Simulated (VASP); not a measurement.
Write the native input for VASP 6.6.1 that does the following.

- Task: relaxation of the atoms
- Functional: PBE
- Dispersion: D3(BJ)
- Potentials or basis: VASP PAW PBE potentials, release 64 (C, H, N)
- Cutoff: 520 eV
- k mesh: 1 × 1 × 1
- Occupations: fermi-dirac, width 0.05 eV
- Spin: no spin polarisation
- Dipole correction: no
- Further INCAR settings: LREAL = Auto; ALGO = Normal; EDIFF = 1e-07; IBRION = 2; EDIFFG = -0.3; NSW = 35

The structure of H15C2N3 lies in POSCAR:

```
H15C2N3
1.0
    7.2189320000      0.0000000000      0.0000000000
    0.0000000000      7.2189320000      0.0000000000
    0.0000000000      0.0000000000      7.2189320000
C H N
4 30 6
Direct
    0.8911831000      0.8380491000     -0.0001052000
    0.8036975000      0.6459826000      0.0069155000
    0.2835631000      0.5679625000      0.6951047000
    0.2975026000      0.7024810000      0.5329227000
    0.7865950000      0.9450013000     -0.0233510000
    0.9622513000      0.8705794000      0.1295439000
    0.9927129000      0.8478761000     -0.1119664000
    0.9082855000      0.5390304000      0.0301613000
    0.7021676000      0.6361555000      0.1187767000
    0.7326293000      0.6134522000     -0.1227336000
    0.2543826000      0.6410228000      0.8244433000
    0.1727883000      0.4671313000      0.6731996000
    0.4126819000      0.4911606000      0.7137490000
    0.3266830000      0.6294207000      0.4035840000
    0.1683838000      0.7792829000      0.5142784000
    0.4082774000      0.8033122000      0.5548278000
    0.3825160000      0.1488846000      0.8340431000
    0.5086924000      0.1173765000      0.6498583000
    0.4889050000     -0.0473892000      0.8024953000
    0.9639207000      0.9982287000      0.3436347000
    0.8505503000      0.9704611000      0.5365425000
    0.7822475000      0.8648175000      0.3494290000
    0.3140791000      0.1677590000      0.1966688000
    0.5212951000      0.2057372000      0.2770211000
    0.4776633000      0.2376358000      0.0581238000
    0.8625832000      0.4421205000      0.3287180000
    0.9884770000      0.6283384000      0.3463506000
    1.0871362000      0.4256776000      0.3406701000
    0.8568678000      0.2745515000      0.8671373000
    0.9054093000      0.0607221000      0.8146207000
    1.0310421000      0.1709460000      0.9659628000
    0.2618809000      0.9704195000      0.0343920000
    0.4174242000      0.8076880000      0.0471195000
    0.1994655000      0.7539165000      0.0261449000
    0.5029900000      0.0920343000      0.7882933000
    0.8343266000      0.9865171000      0.3975533000
    0.4509674000      0.1525771000      0.1671712000
    0.9763254000      0.4957131000      0.3921966000
    0.9635714000      0.1857760000      0.8432160000
    0.2879174000      0.8434113000      0.0894374000
```

One way to write it, as run:

INCAR

```
SYSTEM = H15C2N3
PREC = Accurate
ENCUT = 520
EDIFF = 1E-7
ISMEAR = -1
SIGMA = 0.05
LREAL = Auto
LASPH = .TRUE.
NELM = 120
ALGO = Normal
ISIF = 2
LWAVE = .FALSE.
LCHARG = .FALSE.
GGA = PE
IVDW = 12
IBRION = 2
NSW = 35
EDIFFG = -0.3
GGA_COMPAT = .FALSE.
NELMIN = 4
```

KPOINTS

```
Automatic mesh
0
G
  1 1 1
  0 0 0
```

Potentials or basis: VASP PAW PBE potentials, release 64 (C, H, N).

Launch:

```sh
$ cat potpaw_PBE.64/C/POTCAR potpaw_PBE.64/H/POTCAR potpaw_PBE.64/N/POTCAR > POTCAR
$ mpirun -np 1 vasp_gam > vasp.out
```

It gave:

* Energy gained by relaxing: 30.9 meV/atom
* Ionic steps: 26
* Pressure after relaxing: 1.1 GPa
* Largest force after relaxing: 0.262 eV/Å
* Band gap on the k mesh: 4.03 eV
* Dispersion energy per atom: -0.038 eV

Caveat: the k points lie up to 0.87 Å⁻¹ apart; the relaxation stopped at a loose force limit of 0.3 eV/Å, so its end isn't a converged minimum.

Run time: 13 min on 1 thread of AMD EPYC 7R13 Processor (Zen 3), on a shared host, peak memory 0.38 GiB.
